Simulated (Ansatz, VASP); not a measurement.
Two plane-wave programs on SiW3

File INCAR:

```
PREC     = Accurate       # precision mode
ENCUT    = 520            # plane-wave cutoff, eV
EDIFF    = 1E-7           # SCF threshold, eV
ISMEAR   = 0              # smearing method
SIGMA    = 0.15           # smearing width, eV
LREAL    = False          # projectors in reciprocal space
LASPH    = True           # aspherical terms in the spheres
NELM     = 80             # most SCF steps
ALGO     = Fast           # electronic algorithm
ISIF     = 2              # what is computed and relaxed
LWAVE    = False          # write WAVECAR
LCHARG   = False          # write CHGCAR
GGA      = PS             # functional
NBANDS   = 31             # bands
```

Contents of KPOINTS:

```
Automatic mesh
0
Gamma
  14 14 14
```

Contents of POSCAR:

```
SiW3
1.0
   -2.5771952861      2.5771952861      2.5771952861
    2.5771952861     -2.5771952861      2.5771952861
    2.5771952861      2.5771952861     -2.5771952861
Si W
1 3
Direct
    0.0000000000      0.0000000000      0.0000000000
    0.5000000000      0.5000000000      0.0000000000
    0.5000000000      0.0000000000      0.5000000000
    0.0000000000      0.5000000000      0.5000000000
```

Input for Ansatz:

```yaml
crystal:
  lattice:
    - [-2.5771952861, 2.5771952861, 2.5771952861]
    - [2.5771952861, -2.5771952861, 2.5771952861]
    - [2.5771952861, 2.5771952861, -2.5771952861]
  atoms:
    - { symbol: Si, position: [0.0, 0.0, 0.0] }
    - { symbol: W, position: [0.5, 0.5, 0.0] }
    - { symbol: W, position: [0.5, 0.0, 0.5] }
    - { symbol: W, position: [0.0, 0.5, 0.5] }
basis:
  ecutwfc: 420
kpoints:
  mp_grid: { grid: [14, 14, 14] }
hamiltonian:
  xc: pbesol
scf:
  occupations: { method: gaussian, width: 0.15 }
output:
  forces: true
  stress: true
  eigenvalues: true
```

Alike in both runs: task single point; functional PBEsol; k mesh 14 × 14 × 14; occupations gaussian, width 0.15 eV; no spin polarisation.

```csv
,VASP,Ansatz
version,VASP 6.6.1,Ansatz 0.2.0
potentials or method,"VASP PAW PBE potentials, release 64 (Si, W_sv), cutoff 520 eV","scalar-relativistic, plane waves, PAW"
valence electrons in the cell,46,46
```

Ansatz gave:

| Quantity | Value |
| --- | --- |
| gap on the k mesh at the Fermi level (eV) | none |
| pressure (GPa) | 0.0 |

Estimate VASP's values.

gap on the k mesh at the Fermi level (eV): none; pressure (GPa): 0.6.

VASP's potentials were made for PBE, not for PBEsol. A gap of «none» marks a metal or a gap that the smearing closes.

Neither program's run includes spin-orbit coupling.
